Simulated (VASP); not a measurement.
# MnO (Fm-3m) in VASP: a series of runs

Runs on MnO. Level: RPBE+D4+U. Tasks: single point.

All numbers are computed with VASP 6.6.1; they aren't measurements. Logs are shortened: lines on timing, memory, paths and dates and some standing lists are left out, and cuts for length are marked.

## 1. The cell of the first run

Symmetry: Fm-3m, No. 225, cubic system. The conventional cell has a = 4.519 Å, b = 4.519 Å, c = 4.519 Å, α = 90.00°, β = 90.00°, γ = 90.00°. Within 3.0 Å of Mn (site symmetry m-3m) lie 6 O at 2.26 Å. Within 3.0 Å of O (site symmetry m-3m) lie 6 Mn at 2.26 Å.

## 2. Single point, RPBE+D4+U, collinear spin, ferromagnetic start (11.53 Å³/atom)

The input, INCAR:

```
PREC = Accurate ; ENCUT = 520
EDIFF = 1E-6 ; ISMEAR = 0
SIGMA = 0.05 ; LREAL = F
LASPH = T ; NELM = 150
ALGO = Normal ; ISIF = 2
LWAVE = F ; LCHARG = F
ISPIN = 2 ; MAGMOM = 4.76 0.17
LORBIT = 11 ; LMAXMIX = 4
LDAU = T ; LDAUTYPE = 2
LDAUL = 2 -1 ; LDAUU = 3.9 0
LDAUJ = 0 0 ; LDAUPRINT = 1
GGA = RP ; IVDW = 13
NBANDS = 20
```

The input, KPOINTS:

```
regular mesh
0
Gamma
  10 10 10
```

The input, POSCAR:

```
MnO
1.0
    0.0000000000      2.2593465906      2.2593465906
    2.2593465906      0.0000000000      2.2593465906
    2.2593465906      2.2593465906      0.0000000000
Mn O
1 1
Direct
    0.0000000000      0.0000000000      0.0000000000
    0.5000000000      0.5000000000      0.5000000000
```

Potentials or basis: VASP PAW PBE potentials, release 64 (Mn_pv, O).

The run is started by

```console
$ cat potpaw_PBE.64/Mn_pv/POTCAR potpaw_PBE.64/O/POTCAR > POTCAR
$ mpirun -np 1 vasp_std > vasp.out
```

OUTCAR:

```text
PREC = Accurate
   ENCUT = 520
   EDIFF = 1E-6
   ISMEAR = 0
   LREAL = F
   LASPH = T
   NELM = 150
   ISIF = 2
   ISPIN = 2
   LORBIT = 11
   GGA = RP
   IVDW = 13

 ion  position               nearest neighbor table
   1  0.000  0.000  0.000-   2 2.26   2 2.26   2 2.26   2 2.26   2 2.26   2 2.26
   2  0.500  0.500  0.500-   1 2.26   1 2.26   1 2.26   1 2.26   1 2.26   1 2.26

  LATTYP: Found a face centered cubic cell.
 ALAT       =     4.5186931812

  Lattice vectors:

 A1 = (   0.0000000000,   2.2593465906,   2.2593465906)
 A2 = (   2.2593465906,   0.0000000000,   2.2593465906)
 A3 = (   2.2593465906,   2.2593465906,   0.0000000000)

Analysis of symmetry for initial positions (statically):
=====================================================================
 Subroutine PRICEL returns:
 Original cell was already a primitive cell.

 Routine SETGRP: Setting up the symmetry group for a
 face centered cubic supercell.

 Subroutine GETGRP returns: Found 48 space group operations
 (whereof 48 operations were pure point group operations)
 out of a pool of 48 trial point group operations.

The static configuration has the point symmetry O_h .

Analysis of symmetry for dynamics (positions and initial velocities):
=====================================================================
 Subroutine PRICEL returns:
 Original cell was already a primitive cell.

 Routine SETGRP: Setting up the symmetry group for a
 face centered cubic supercell.

 Subroutine GETGRP returns: Found 48 space group operations
 (whereof 48 operations were pure point group operations)
 out of a pool of 48 trial point group operations.

The dynamic configuration has the point symmetry O_h .

Analysis of structural, dynamic, and magnetic symmetry:
=====================================================================
 Subroutine PRICEL returns:
 Original cell was already a primitive cell.

 Routine SETGRP: Setting up the symmetry group for a
 face centered cubic supercell.

 Subroutine GETGRP returns: Found 48 space group operations
 (whereof 48 operations were pure point group operations)
 out of a pool of 48 trial point group operations.

The overall configuration has the point symmetry O_h .

 Subroutine INISYM returns: Found 48 space group operations
 (whereof 48 operations are pure point group operations),
 and found     1 'primitive' translations

----------------------------------------------------------------------------------------

                                     Primitive cell

  volume of cell :      23.0663

  direct lattice vectors                    reciprocal lattice vectors
     0.000000000  2.259346591  2.259346591    -0.221302921  0.221302921  0.221302921
     2.259346591  0.000000000  2.259346591     0.221302921 -0.221302921  0.221302921
     2.259346591  2.259346591  0.000000000     0.221302921  0.221302921 -0.221302921

  length of vectors
     3.195198591  3.195198591  3.195198591     0.383307903  0.383307903  0.383307903

  position of ions in fractional coordinates (direct lattice)
     0.000000000  0.000000000  0.000000000
     0.500000000  0.500000000  0.500000000

  ion indices of the primitive-cell ions
   primitive index   ion index
                 1           1
                 2           2

----------------------------------------------------------------------------------------

 KPOINTS: regular mesh

Automatic generation of k-mesh.
 Grid dimensions read from file:
 generate k-points for:   10   10   10

 Generating k-lattice:

  Cartesian coordinates                     Fractional coordinates (reciprocal lattice)
    -0.022130292  0.022130292  0.022130292     0.100000000  0.000000000  0.000000000
     0.022130292 -0.022130292  0.022130292     0.000000000  0.100000000  0.000000000
     0.022130292  0.022130292 -0.022130292     0.000000000  0.000000000  0.100000000

  Length of vectors
     0.038330790  0.038330790  0.038330790

  Shift w.r.t. Gamma in fractional coordinates (k-lattice)
     0.000000000  0.000000000  0.000000000

 Subroutine IBZKPT returns following result:
 ===========================================

 Found     47 irreducible k-points:

 Following reciprocal coordinates:
            Coordinates               Weight
  0.000000  0.000000  0.000000      1.000000
  0.100000  0.000000  0.000000      8.000000
  0.200000  0.000000  0.000000      8.000000
  0.300000  0.000000  0.000000      8.000000
  0.400000  0.000000  0.000000      8.000000
  0.500000  0.000000  0.000000      4.000000
[... 16 lines left out ...]
  0.300000  0.300000  0.000000      6.000000
  0.400000  0.300000  0.000000     24.000000
 [... further k-points ...]
   k-points           NKPTS =     47   k-points in BZ     NKDIM =     47   number of bands    NBANDS=     20
   number of dos      NEDOS =    301   number of ions     NIONS =      2
   total plane-waves  NPLWV =  13824
   dimension x,y,z NGX =    24 NGY =   24 NGZ =   24
   dimension x,y,z NGXF=    48 NGYF=   48 NGZF=   48
   ions per type =               1   1
   NGX,Y,Z   is equivalent  to a cutoff of  12.49, 12.49, 12.49 a.u.
   NGXF,Y,Z  is equivalent  to a cutoff of  24.97, 24.97, 24.97 a.u.
 SYSTEM =  unknown system
   PREC   = accura    normal or accurate (medium, high low for compatibility)
   ISTART =      0    job   : 0-new  1-cont  2-samecut
   ICHARG =      2    charge: 1-file 2-atom 10-const
   ISPIN  =      2    spin polarized calculation?
   LNONCOLLINEAR =      F non collinear calculations
   LSORBIT =      F    spin-orbit coupling
   LASPH  =      T    aspherical Exc in radial PAW
   ENCUT  =  520.0 eV  38.22 Ry    6.18 a.u.   5.94  5.94  5.94*2*pi/ulx,y,z
   NELM   =    150;   NELMIN=  2; NELMDL= -5     # of ELM steps
   EDIFF  = 0.1E-05   stopping-criterion for ELM
   LREAL  =      F    real-space projection
   EDIFFG = 0.1E-04   stopping-criterion for IOM
   NSW    =      0    number of steps for IOM
   IBRION =     -1    ionic relax: 0-MD 1-quasi-New 2-CG
   NFREE  =      0    steps in history (QN), initial steepest desc. (CG)
   ISIF   =      2    stress and relaxation
   ISYM   =      2    0-nonsym 1-usesym 2-fastsym
   POTIM  = 0.5000    time-step for ionic-motion
   TEBEG  =    0.0;   TEEND  =   0.0 temperature during run
   PSTRESS=    0.0 pullay stress
   NELECT =      19.0000    total number of electrons
   NUPDOWN=      -1.0000    fix difference up-down
   EMIN   =  10.00;   EMAX   =-10.00  energy-range for DOS
   EFERMI =   0.00;   METHOD = LEGACY
   ISMEAR =     0;   SIGMA  =   0.05  broadening in eV -4-tet -1-fermi 0-gaus
   EFERMI_NEDOS =   21; number of points for ismear=-14 and -15
   IALGO  =     38    algorithm
   IMIX   =      4    mixing-type and parameters
     AMIX     =   0.40;   BMIX     =  1.00
     AMIX_MAG =   1.60;   BMIX_MAG =  1.00
  volume/ion in A,a.u.               =      11.53        77.83
  Fermi-wavevector in a.u.,A,eV,Ry     =   1.534616  2.900005 32.042367  2.355048
  Thomas-Fermi vector in A             =   2.641519
   LORBIT       =     11    0 simple, 1 ext, 2 COOP (PROOUT), +10 PAW based schemes
 LDA+U is selected, type is set to LDAUTYPE =  2
   angular momentum for each species LDAUL =     2   -1
   U (eV)           for each species LDAUU =   3.9  0.0
   J (eV)           for each species LDAUJ =   0.0  0.0
   GGA     = RP    functional components
   LHFCALC =     F    Hartree Fock is set to
   AEXX    =    0.0000 exact exchange contribution
   IVDW    =    13    specifies the selected vdW correction
   LEPSILON=     F    determine dielectric tensor
   LRPA    =     F    only Hartree local field effects (RPA)
 spin polarized calculation
 Gauss-broadening in eV      SIGMA  =   0.05
  energy-cutoff  :      520.00
  volume of cell :       23.07
 maximum number of plane-waves:       636
   NGX = 11   NGY = 11   NGZ = 11

atom =   1  type =  1  l = 2

 onsite density matrix

spin component  1

  0.9411  0.0000  0.0000  0.0000  0.0000
  0.0000  0.9411  0.0000 -0.0000 -0.0000
  0.0000  0.0000  0.9736  0.0000  0.0000
  0.0000 -0.0000  0.0000  0.9411  0.0000
  0.0000 -0.0000  0.0000  0.0000  0.9736

spin component  2

  0.0168  0.0000 -0.0000  0.0000 -0.0000
  0.0000  0.0168 -0.0000  0.0000  0.0000
 -0.0000 -0.0000  0.0658 -0.0000 -0.0000
  0.0000  0.0000 -0.0000  0.0168  0.0000
 -0.0000  0.0000 -0.0000  0.0000  0.0658

 occupancies and eigenvectors

  o =  0.0168  v =  0.0000  0.0000  0.0000  0.0000  0.0000  0.0000  0.0807  0.0000  0.9967 -0.0000      0.0000  0.0000  0.0000  0.0000  0.0000  0.0000  0.0000  0.0000  0.0000  0.0000
  o =  0.0168  v =  0.0000  0.0000  0.0000  0.0000  0.0000  0.0000  0.9967 -0.0000 -0.0807  0.0000      0.0000  0.0000  0.0000  0.0000  0.0000  0.0000  0.0000  0.0000  0.0000  0.0000
  o =  0.0168  v =  0.0000  0.0000  0.0000  0.0000  0.0000  1.0000  0.0000  0.0000  0.0000  0.0000      0.0000  0.0000  0.0000  0.0000  0.0000  0.0000  0.0000  0.0000  0.0000  0.0000
  o =  0.0658  v =  0.0000  0.0000  0.0000  0.0000  0.0000  0.0000  0.0000  0.9979 -0.0000  0.0648      0.0000  0.0000  0.0000  0.0000  0.0000  0.0000  0.0000  0.0000  0.0000  0.0000
  o =  0.0658  v =  0.0000  0.0000  0.0000  0.0000  0.0000  0.0000 -0.0000  0.0648 -0.0000 -0.9979      0.0000  0.0000  0.0000  0.0000  0.0000  0.0000  0.0000  0.0000  0.0000  0.0000
  o =  0.9411  v =  0.0000  0.1440 -0.0000 -0.9896 -0.0000  0.0000  0.0000  0.0000  0.0000  0.0000      0.0000  0.0000  0.0000  0.0000  0.0000  0.0000  0.0000  0.0000  0.0000  0.0000
  o =  0.9411  v =  0.0000  0.9896 -0.0000  0.1440 -0.0000  0.0000  0.0000  0.0000  0.0000  0.0000      0.0000  0.0000  0.0000  0.0000  0.0000  0.0000  0.0000  0.0000  0.0000  0.0000
  o =  0.9411  v =  1.0000  0.0000  0.0000  0.0000  0.0000  0.0000  0.0000  0.0000  0.0000  0.0000      0.0000  0.0000  0.0000  0.0000  0.0000  0.0000  0.0000  0.0000  0.0000  0.0000
  o =  0.9736  v =  0.0000 -0.0000  0.0234  0.0000 -0.9997  0.0000  0.0000  0.0000  0.0000  0.0000      0.0000  0.0000  0.0000  0.0000  0.0000  0.0000  0.0000  0.0000  0.0000  0.0000
  o =  0.9736  v =  0.0000 -0.0000 -0.9997 -0.0000 -0.0234  0.0000  0.0000  0.0000  0.0000  0.0000      0.0000  0.0000  0.0000  0.0000  0.0000  0.0000  0.0000  0.0000  0.0000  0.0000

 number of electron      18.9999999 magnetization       5.0000044

 Free energy of the ion-electron system (eV)
  ---------------------------------------------------
  ext. energy  EPLUGINS =         0.00000000
  ---------------------------------------------------
  free energy    TOTEN  =       -14.84767568 eV

  energy without entropy =      -14.84767106  energy(sigma->0) =      -14.84767337

 E-fermi :   6.4520     XC(G=0): -11.3158

 val. band max:        6.3537708828   @ k =   0.5000   0.0000   0.0000
 cond. band min:       6.5220453198   @ k =   0.0000   0.0000   0.0000
 fundamental gap:      0.1682744370
 Fermi energy:         6.4519651315

 spin component 1

 k-point     1 :       0.0000    0.0000    0.0000
  band No.  band energies     occupation
      1     -43.4174      1.00000
      2     -43.4173      1.00000
      3     -43.4173      1.00000
      4     -12.5478      1.00000
      5       2.2914      1.00000
      6       2.2914      1.00000
[... 12 lines left out ...]
     19      26.0759      0.00000
[... 513 lines left out ...]
      4     -11.8242      1.00000
      5       0.1790      1.00000
      6       1.4652      1.00000
[... 12 lines left out ...]
     19      30.6049      0.00000
     20      32.7761      0.00000

 [... further k-points ...]

 spin component 2

 k-point     1 :       0.0000    0.0000    0.0000
  band No.  band energies     occupation
      1     -38.3942      1.00000
      2     -38.3942      1.00000
      3     -38.3942      1.00000
      4     -12.2203      1.00000
      5       4.1578      1.00000
      6       4.1578      1.00000
[... 12 lines left out ...]
     19      28.7661      0.00000
[... 513 lines left out ...]
      4     -11.4678      1.00000
      5       1.3249      1.00000
      6       3.1413      1.00000
[... 12 lines left out ...]
     19      32.4541      0.00000
     20      34.2454      0.00000

 [... further k-points ...]

------------------------ aborting loop because EDIFF is reached ----------------------------------------

  DFT-D4 for vdW energy calculation

  Edisp (eV):   -1.29722

  FORCE on cell =-STRESS in cart. coord.  units (eV):
  Direction    XX          YY          ZZ          XY          YZ          ZX
  --------------------------------------------------------------------------------------
  -------------------------------------------------------------------------------------
  Total      -0.22224    -0.22224    -0.22224     0.00000     0.00000    -0.00000
  in kB     -15.43694   -15.43694   -15.43694     0.00000     0.00000    -0.00000
  external pressure =      -15.44 kB  Pullay stress =        0.00 kB

 VOLUME and BASIS-vectors are now :
 -----------------------------------------------------------------------------
  energy-cutoff  :      520.00
  volume of cell :       23.07
      direct lattice vectors                 reciprocal lattice vectors
     0.000000000  2.259346591  2.259346591    -0.221302921  0.221302921  0.221302921
     2.259346591  0.000000000  2.259346591     0.221302921 -0.221302921  0.221302921
     2.259346591  2.259346591  0.000000000     0.221302921  0.221302921 -0.221302921

 POSITION                                       TOTAL-FORCE (eV/Angst)
 -----------------------------------------------------------------------------------
      0.00000      0.00000      0.00000         0.000000      0.000000     -0.000000
      2.25935      2.25935      2.25935        -0.000000     -0.000000      0.000000
 -----------------------------------------------------------------------------------
    total drift:                                0.000000     -0.000000     -0.000000

  FREE ENERGIE OF THE ION-ELECTRON SYSTEM (eV)
  ---------------------------------------------------
  free  energy   TOTEN  =       -16.1448961483 eV

  energy  without entropy=      -16.1448915281  energy(sigma->0) =      -16.14489384

 total charge

# of ion       s       p       d       tot
------------------------------------------
    1        0.196   6.165   4.934  11.295
    2        1.560   3.443   0.000   5.003
--------------------------------------------------
tot          1.755   9.608   4.934  16.297

 magnetization (x)

# of ion       s       p       d       tot
------------------------------------------
    1        0.033   0.027   4.579   4.639
    2        0.022   0.113   0.000   0.134
--------------------------------------------------
tot          0.055   0.140   4.579   4.773
```

It took 21 s on 1 thread of AMD EPYC 9R45 (Zen 5), shared host; peak memory 0.14 GiB.

What came out:

```yaml
Free_energy: -16.1449 eV
Pressure: -1.5 GPa
Band_gap_on_the_k_mesh: 0.17 eV (least direct gap 2.36 eV)
Net_moment: 5.00 μB per cell
Site_moments: Mn +4.64; O +0.13 μB
Valence_electrons_inside_the_program's_atomic_spheres: Mn 11.29; O 5.00
Dispersion_energy_per_atom: -0.649 eV
```

Eigenvalues of the final occupation matrices:
```
    site  spin  trace               eigenvalues
site 1 d     1   4.77  0.94 0.94 0.94 0.97 0.97
site 1 d     2   0.18  0.02 0.02 0.02 0.07 0.07
```

Caveat: the PAW data sets were made with another functional, which shifts forces and pressure a little; a cell with one magnetic atom can't hold antiferromagnetic order, which such compounds often take. A k mesh can miss the band edges.

(Part 1 of 2 ends here.)
